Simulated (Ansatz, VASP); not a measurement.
One calculation of WSe2, two programs

```
CELL_PARAMETERS angstrom
0.00000 4.12633 4.67869
4.10548 0.00000 4.67869
4.10548 4.12633 0.00000
ATOMIC_POSITIONS crystal
W 0.82802 0.17198 0.17198
W 0.17198 0.82802 0.82802
Se 0.75000 0.75000 0.75000
Se 0.25000 0.25000 0.25000
Se 0.66667 0.33333 0.66667
Se 0.33333 0.66667 0.33333
```

Alike in both runs: task relaxation of cell and atoms; functional PBE; k mesh 4 × 4 × 4; occupations gaussian, width 0.1 eV; no spin polarisation.

|  | VASP | Ansatz |
| --- | --- | --- |
| version | VASP 6.6.1 | Ansatz 0.2.0 |
| potentials or method | VASP PAW PBE potentials, release 64 (W_sv, Se), cutoff 600 eV | scalar-relativistic, plane waves, PAW |
| valence electrons in the cell | 52 | 92 |

|  | VASP | Ansatz | Ansatz less VASP |
| --- | --- | --- | --- |
| gap on the k mesh at the Fermi level, each at its own relaxed structure (eV) | none | none | - |
| relaxed volume (Å³/atom) | 22.80 | 21.60 | -1.204 |
| relaxed cell length with the largest relative difference (Å) | 7.074 | 6.566 | -0.5081 |

A gap of «none» marks a metal or a gap that the smearing closes. One of these differences is far larger than is usual between the two programs; its cause wasn't traced. VASP's potentials hold 52 valence electrons a cell and Ansatz's 92, so a difference there can come from the potentials and not from the codes.

Spin-orbit coupling is off throughout.
